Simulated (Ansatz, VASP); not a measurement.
## Two plane-wave programs on Re

File INCAR:

```
PREC     = Accurate       # precision mode
ENCUT    = 520            # plane-wave cutoff, eV
EDIFF    = 1E-6           # SCF threshold, eV
ISMEAR   = 0              # smearing method
SIGMA    = 0.15           # smearing width, eV
LREAL    = False          # projectors in reciprocal space
LASPH    = True           # aspherical terms in the spheres
NELM     = 80             # most SCF steps
ALGO     = Normal         # electronic algorithm
ISIF     = 2              # what is computed and relaxed
LWAVE    = False          # write WAVECAR
LCHARG   = False          # write CHGCAR
GGA      = PE             # functional
NBANDS   = 10             # bands
```

File KPOINTS:

```
Automatic mesh
0
Gamma
  10 10 10
```

POSCAR

```
Re
1.0
    0.0000000000      1.9577236186      2.0653984176
    1.8500488196      0.0000000000      2.0653984176
    1.8500488196      1.9577236186      0.0000000000
Re
1
Direct
    0.0000000000      0.0000000000      0.0000000000
```

Input for Ansatz:

```yaml
crystal:
  lattice:
    - [0.0, 1.9577236186, 2.0653984176]
    - [1.8500488196, 0.0, 2.0653984176]
    - [1.8500488196, 1.9577236186, 0.0]
  atoms:
    - { symbol: Re, position: [0.0, 0.0, 0.0] }
basis:
  ecutwfc: 420
kpoints:
  mp_grid: { grid: [10, 10, 10] }
hamiltonian:
  xc: pbe
scf:
  occupations: { method: gaussian, width: 0.15 }
output:
  forces: true
  stress: true
  eigenvalues: true
```

Change from the starting cell: normal strain along x -0.0550, normal strain along z +0.0550.

Alike in both runs: task single point; functional PBE; k mesh 10 × 10 × 10; occupations gaussian, width 0.15 eV; no spin polarisation.

```csv
,VASP,Ansatz
version,VASP 6.6.1,Ansatz 0.2.0
potentials or method,"VASP PAW PBE potentials, release 64 (Re), cutoff 520 eV","scalar-relativistic, plane waves, PAW"
valence electrons in the cell,7,15
```

Ansatz gave:

| Item | Value |
| --- | --- |
| gap on the k mesh at the Fermi level (eV) | none |
| pressure (GPa) | 1.9 |
| traceless stress, the component that is largest in VASP (GPa) | -15.63 |

Task: Which values does VASP return?

Result: gap on the k mesh at the Fermi level (eV): none; pressure (GPa): 1.4; traceless stress, the component that is largest in VASP (GPa): -15.44.

A gap of «none» marks a metal or a gap that the smearing closes. VASP's potentials hold 7 valence electrons a cell and Ansatz's 15, so a difference there can come from the potentials and not from the codes.

Neither program's run includes spin-orbit coupling.
